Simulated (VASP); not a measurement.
# Sb (Fd-3m) in VASP: relaxation of cell and atoms with PBEsol

Aim: the relaxation of cell and atoms of Sb with PBEsol.

Program: VASP 6.6.1. These are calculated values, not measurements. Logs are shortened: lines on timing, memory, paths and dates and some standing lists are left out, and cuts for length are marked.

## (1) The cell of the first run

Symmetry: Fd-3m, No. 227, cubic system. Conventional cell: a = 6.800 Å, b = 6.800 Å, c = 6.800 Å, α = 90.00°, β = 90.00°, γ = 90.00°. Within 3.9 Å of Sb (site symmetry -43m) lie 4 Sb at 2.94 Å.

This isn't the form of Sb at room conditions, which is rhombohedral.

## (2) Relaxation of cell and atoms, PBEsol

INCAR reads:

```
PREC     = Accurate       # precision mode
ENCUT    = 500            # plane-wave cutoff, eV
EDIFF    = 1E-7           # SCF threshold, eV
ISMEAR   = 1              # smearing method
SIGMA    = 0.1            # smearing width, eV
LREAL    = F              # projectors in reciprocal space
LASPH    = T              # aspherical terms in the spheres
NELM     = 120            # most SCF steps
ALGO     = Normal         # electronic algorithm
ISIF     = 3              # what is computed and relaxed
LWAVE    = F              # write WAVECAR
LCHARG   = F              # write CHGCAR
GGA      = PS             # functional
IBRION   = 2              # ionic algorithm
NSW      = 80             # ionic steps
EDIFFG   = -0.03          # ionic threshold
GGA_COMPAT= F            
NELMIN   = 4
```

KPOINTS reads:

```
regular mesh
0
Gamma
  11 11 11
```

POSCAR reads:

```
Sb
1.0
    0.0000000000      3.4000000000      3.4000000000
    3.4000000000      0.0000000000      3.4000000000
    3.4000000000      3.4000000000      0.0000000000
Sb
2
Direct
    1.0000000000      1.0000000000      1.0000000000
    0.2500000000      0.2500000000      0.2500000000
```

Potentials or basis: VASP PAW PBE potentials, release 64 (Sb).

On the command line:

```bash
> cat potpaw_PBE.64/Sb/POTCAR > POTCAR
> mpirun -np 1 vasp_std > vasp.out
```

OUTCAR:

```text
PREC = Accurate
   ENCUT = 500
   EDIFF = 1E-7
   ISMEAR = 1
   LREAL = F
   LASPH = T
   NELM = 120
   ISIF = 3
   GGA = PS
   IBRION = 2
   NSW = 80
   EDIFFG = -0.03
   NELMIN = 4

 ion  position               nearest neighbor table
   1  0.000  0.000  0.000-   2 2.94   2 2.94   2 2.94   2 2.94
   2  0.250  0.250  0.250-   1 2.94   1 2.94   1 2.94   1 2.94

  LATTYP: Found a face centered cubic cell.
 ALAT       =     6.8000000000

  Lattice vectors:

 A1 = (   0.0000000000,   3.4000000000,   3.4000000000)
 A2 = (   3.4000000000,   0.0000000000,   3.4000000000)
 A3 = (   3.4000000000,   3.4000000000,   0.0000000000)

Analysis of symmetry for initial positions (statically):
=====================================================================
 Subroutine PRICEL returns:
 Original cell was already a primitive cell.

 Routine SETGRP: Setting up the symmetry group for a
 face centered cubic supercell.

 Subroutine GETGRP returns: Found 48 space group operations
 (whereof 24 operations were pure point group operations)
 out of a pool of 48 trial point group operations.

The static configuration has the point symmetry T_d .
 The point group associated with its full space group is O_h .

Analysis of symmetry for dynamics (positions and initial velocities):
=====================================================================
 Subroutine PRICEL returns:
 Original cell was already a primitive cell.

 Routine SETGRP: Setting up the symmetry group for a
 face centered cubic supercell.

 Subroutine GETGRP returns: Found 48 space group operations
 (whereof 24 operations were pure point group operations)
 out of a pool of 48 trial point group operations.

The dynamic configuration has the point symmetry T_d .
 The point group associated with its full space group is O_h .

 Subroutine INISYM returns: Found 48 space group operations
 (whereof 24 operations are pure point group operations),
 and found     1 'primitive' translations

----------------------------------------------------------------------------------------

                                     Primitive cell

  volume of cell :      78.6080

  direct lattice vectors                    reciprocal lattice vectors
     0.000000000  3.400000000  3.400000000    -0.147058824  0.147058824  0.147058824
     3.400000000  0.000000000  3.400000000     0.147058824 -0.147058824  0.147058824
     3.400000000  3.400000000  0.000000000     0.147058824  0.147058824 -0.147058824

  length of vectors
     4.808326112  4.808326112  4.808326112     0.254713354  0.254713354  0.254713354

  position of ions in fractional coordinates (direct lattice)
     0.000000000  0.000000000  0.000000000
     0.250000000  0.250000000  0.250000000

  ion indices of the primitive-cell ions
   primitive index   ion index
                 1           1
                 2           2

----------------------------------------------------------------------------------------

 KPOINTS: regular mesh

Automatic generation of k-mesh.
 Grid dimensions read from file:
 generate k-points for:   11   11   11

 Generating k-lattice:

  Cartesian coordinates                     Fractional coordinates (reciprocal lattice)
    -0.013368984  0.013368984  0.013368984     0.090909091  0.000000000  0.000000000
     0.013368984 -0.013368984  0.013368984     0.000000000  0.090909091  0.000000000
     0.013368984  0.013368984 -0.013368984     0.000000000  0.000000000  0.090909091

  Length of vectors
     0.023155759  0.023155759  0.023155759

  Shift w.r.t. Gamma in fractional coordinates (k-lattice)
     0.000000000  0.000000000  0.000000000

 Subroutine IBZKPT returns following result:
 ===========================================

 Found     56 irreducible k-points:

 Following reciprocal coordinates:
            Coordinates               Weight
  0.000000  0.000000  0.000000      1.000000
  0.090909  0.000000  0.000000      8.000000
  0.181818  0.000000  0.000000      8.000000
  0.272727  0.000000  0.000000      8.000000
  0.363636  0.000000  0.000000      8.000000
  0.454545  0.000000  0.000000      8.000000
[... 16 lines left out ...]
 -0.272727  0.181818  0.000000     24.000000
 -0.181818  0.181818  0.000000     12.000000
 [... further k-points ...]
   k-points           NKPTS =     56   k-points in BZ     NKDIM =     56   number of bands    NBANDS=      9
   number of dos      NEDOS =    301   number of ions     NIONS =      2
   total plane-waves  NPLWV =  46656
   dimension x,y,z NGX =    36 NGY =   36 NGZ =   36
   dimension x,y,z NGXF=    72 NGYF=   72 NGZF=   72
   ions per type =               2
   NGX,Y,Z   is equivalent  to a cutoff of  12.45, 12.45, 12.45 a.u.
   NGXF,Y,Z  is equivalent  to a cutoff of  24.89, 24.89, 24.89 a.u.
 SYSTEM =  unknown system
   PREC   = accura    normal or accurate (medium, high low for compatibility)
   ISTART =      0    job   : 0-new  1-cont  2-samecut
   ICHARG =      2    charge: 1-file 2-atom 10-const
   ISPIN  =      1    spin polarized calculation?
   LNONCOLLINEAR =      F non collinear calculations
   LSORBIT =      F    spin-orbit coupling
   LASPH  =      T    aspherical Exc in radial PAW
   ENCUT  =  500.0 eV  36.75 Ry    6.06 a.u.   8.77  8.77  8.77*2*pi/ulx,y,z
   NELM   =    120;   NELMIN=  4; NELMDL= -5     # of ELM steps
   EDIFF  = 0.1E-06   stopping-criterion for ELM
   LREAL  =      F    real-space projection
   EDIFFG = -.3E-01   stopping-criterion for IOM
   NSW    =     80    number of steps for IOM
   IBRION =      2    ionic relax: 0-MD 1-quasi-New 2-CG
   NFREE  =      1    steps in history (QN), initial steepest desc. (CG)
   ISIF   =      3    stress and relaxation
   ISYM   =      2    0-nonsym 1-usesym 2-fastsym
   POTIM  = 0.5000    time-step for ionic-motion
   TEBEG  =    0.0;   TEEND  =   0.0 temperature during run
   PSTRESS=    0.0 pullay stress
   NELECT =      10.0000    total number of electrons
   NUPDOWN=      -1.0000    fix difference up-down
   EMIN   =  10.00;   EMAX   =-10.00  energy-range for DOS
   EFERMI =   0.00;   METHOD = LEGACY
   ISMEAR =     1;   SIGMA  =   0.10  broadening in eV -4-tet -1-fermi 0-gaus
   EFERMI_NEDOS =   21; number of points for ismear=-14 and -15
   IALGO  =     38    algorithm
   IMIX   =      4    mixing-type and parameters
     AMIX     =   0.40;   BMIX     =  1.00
     AMIX_MAG =   1.60;   BMIX_MAG =  1.00
  volume/ion in A,a.u.               =      39.30       265.24
  Fermi-wavevector in a.u.,A,eV,Ry     =   0.823353  1.555911  9.223521  0.677910
  Thomas-Fermi vector in A             =   1.934848
   LORBIT       =      0    0 simple, 1 ext, 2 COOP (PROOUT), +10 PAW based schemes
   GGA     = PS    functional components
   LHFCALC =     F    Hartree Fock is set to
   AEXX    =    0.0000 exact exchange contribution
   IVDW    =     0    specifies the selected vdW correction
   LEPSILON=     F    determine dielectric tensor
   LRPA    =     F    only Hartree local field effects (RPA)
 conjugate gradient relaxation of ions
 non-spin polarized calculation
 Methfessel and Paxton  Order N= 1 SIGMA  =   0.10
  energy-cutoff  :      500.00
  volume of cell :       78.61
 maximum number of plane-waves:      2016
   NGX = 17   NGY = 17   NGZ = 17

--------------------------------------- Ionic step        1  -------------------------------------------

 number of electron      10.0000000 magnetization

 Free energy of the ion-electron system (eV)
  ---------------------------------------------------
  ext. energy  EPLUGINS =         0.00000000
  ---------------------------------------------------
  free energy    TOTEN  =        -8.32206389 eV

  energy without entropy =       -8.32281118  energy(sigma->0) =       -8.32231299

------------------------ aborting loop because EDIFF is reached ----------------------------------------

  FORCE on cell =-STRESS in cart. coord.  units (eV):
  Direction    XX          YY          ZZ          XY          YZ          ZX
  --------------------------------------------------------------------------------------
  -------------------------------------------------------------------------------------
  Total        0.5819545      0.5819545      0.5819545     -0.0000000      0.0000000      0.0000000
  in kB       11.8613161     11.8613161     11.8613161     -0.0000000      0.0000000      0.0000000
  external PRESSURE =      11.8613161 kB  Pullay stress =       0.0000000 kB

 VOLUME and BASIS-vectors are now :
 -----------------------------------------------------------------------------
  energy-cutoff  :      500.00
  volume of cell :       78.61
      direct lattice vectors                 reciprocal lattice vectors
     0.000000000  3.400000000  3.400000000    -0.147058824  0.147058824  0.147058824
     3.400000000  0.000000000  3.400000000     0.147058824 -0.147058824  0.147058824
     3.400000000  3.400000000  0.000000000     0.147058824  0.147058824 -0.147058824
[... 37 lines left out ...]
 POSITION                                       TOTAL-FORCE (eV/Angst)
 -----------------------------------------------------------------------------------
      6.89546      3.44773      3.44773         0.000000      0.000000      0.000000
      1.72386      1.72386      1.72386        -0.000000     -0.000000     -0.000000
 -----------------------------------------------------------------------------------
    total drift:                                0.000000      0.000000     -0.000000

  FREE ENERGIE OF THE ION-ELECTRON SYSTEM (eV)
  ---------------------------------------------------
  free  energy   TOTEN  =        -8.3300587310 eV

  energy  without entropy=       -8.3315182897  energy(sigma->0) =       -8.33054525

--------------------------------------- Ionic step        3  -------------------------------------------

 number of electron       9.9999999 magnetization

 Free energy of the ion-electron system (eV)
  ---------------------------------------------------
  ext. energy  EPLUGINS =         0.00000000
  ---------------------------------------------------
  free energy    TOTEN  =        -8.33105657 eV

  energy without entropy =       -8.33243332  energy(sigma->0) =       -8.33151549

 E-fermi :   4.0752     XC(G=0):  -8.2376

 val. band max:        4.0384095196   @ k =   0.3636   0.2727   0.0000
 cond. band min:       4.0942485384   @ k =   0.1818   0.1818   0.0000
 fundamental gap:      0.0558390189
 Fermi energy:         4.0751896942

 k-point     1 :       0.0000    0.0000    0.0000
  band No.  band energies     occupation
      1      -7.5574      2.00000
      2      -0.9898      2.00000
      3       2.3505      2.00000
      4       2.3505      2.00000
      5       2.3505      2.00000
      6       4.6808     -0.00000
      7       4.6808     -0.00000
      8       4.6808     -0.00000
      9       7.9892      0.00000

 k-point     2 :       0.0909    0.0000    0.0000
  band No.  band energies     occupation
      1      -7.4975      2.00000
      2      -1.2732      2.00000
      3       2.2540      2.00000
      4       2.2540      2.00000
      5       2.3826      2.00000
      6       4.8198     -0.00000
      7       4.8198     -0.00000
      8       4.8339     -0.00000
      9       8.2972      0.00000
[... 253 lines left out ...]
 k-point    24 :      -0.1818    0.1818    0.0000
  band No.  band energies     occupation
      1      -6.9501      2.00000
      2      -2.9021      2.00000
      3       0.8989      2.00000
      4       1.8686      2.00000
      5       3.0535      2.00000
      6       5.4173     -0.00000
      7       5.4429     -0.00000
      8       6.3708      0.00000
      9       9.3045      0.00000

 [... further k-points ...]

------------------------ aborting loop because EDIFF is reached ----------------------------------------

  FORCE on cell =-STRESS in cart. coord.  units (eV):
  Direction    XX          YY          ZZ          XY          YZ          ZX
  --------------------------------------------------------------------------------------
  -------------------------------------------------------------------------------------
  Total        0.0008454      0.0008454      0.0008454      0.0000000      0.0000000      0.0000000
  in kB        0.0167020      0.0167020      0.0167020      0.0000000      0.0000000      0.0000000
  external PRESSURE =       0.0167020 kB  Pullay stress =       0.0000000 kB

 VOLUME and BASIS-vectors are now :
 -----------------------------------------------------------------------------
  energy-cutoff  :      500.00
  volume of cell :       81.10
      direct lattice vectors                 reciprocal lattice vectors
    -0.000000000  3.435575772  3.435575772    -0.145536013  0.145536013  0.145536013
     3.435575772  0.000000000  3.435575772     0.145536013 -0.145536013  0.145536013
     3.435575772  3.435575772  0.000000000     0.145536013  0.145536013 -0.145536013

 POSITION                                       TOTAL-FORCE (eV/Angst)
 -----------------------------------------------------------------------------------
     -0.00000      0.00000      0.00000         0.000000      0.000000      0.000000
      1.71779      1.71779      1.71779        -0.000000     -0.000000     -0.000000
 -----------------------------------------------------------------------------------
    total drift:                                0.000000      0.000000     -0.000000

  FREE ENERGIE OF THE ION-ELECTRON SYSTEM (eV)
  ---------------------------------------------------
  free  energy   TOTEN  =        -8.3310565745 eV

  energy  without entropy=       -8.3324333235  energy(sigma->0) =       -8.33151549

 reached required accuracy - stopping structural energy minimisation
```

Run time: 31 s. Hardware: 1 thread of Intel Xeon 6975P-C (Granite Rapids), shared host; peak memory 0.22 GiB.

What came out:

| Item | Value |
| --- | --- |
| Free energy | -8.3311 eV |
| Relaxed volume | 40.55 Å³/atom |
| Relaxed cell | a = 4.859 Å, b = 4.859 Å, c = 4.859 Å, α = 60.00°, β = 60.00°, γ = 60.00° |
| Space group after relaxing (to 0.1 Å) | Fd-3m (No. 227) |
| Energy gained by relaxing | 4.5 meV/atom |
| Ionic steps | 3 |
| Pressure after relaxing | 0.0 GPa |
| Band gap on the k mesh | zero (bands 5 and 6 overlap by 0.88 eV) |

Step by step:
| step | energy change (eV) | largest force (eV/Å) | pressure (GPa) | volume (Å³) |
| --- | --- | --- | --- | --- |
| 1 | 0.0000 | 0.0000 | 1.19 | 78.61 |
| 2 | -0.0080 | 0.0000 | -0.37 | 81.97 |
| 3 | -0.0090 | 0.0000 | 0.00 | 81.10 |

Final structure:
```xyz
2
Lattice="0.0000 3.4356 3.4356 3.4356 0.0000 3.4356 3.4356 3.4356 0.0000" Properties=species:S:1:pos:R:3 pbc="T T T"
Sb    0.0000    0.0000    0.0000
Sb    1.7178    1.7178    1.7178
```

Caveat: the PAW data sets were made with another functional, which shifts forces and pressure a little; spin-orbit coupling is left out, which moves the levels of the heavy elements.
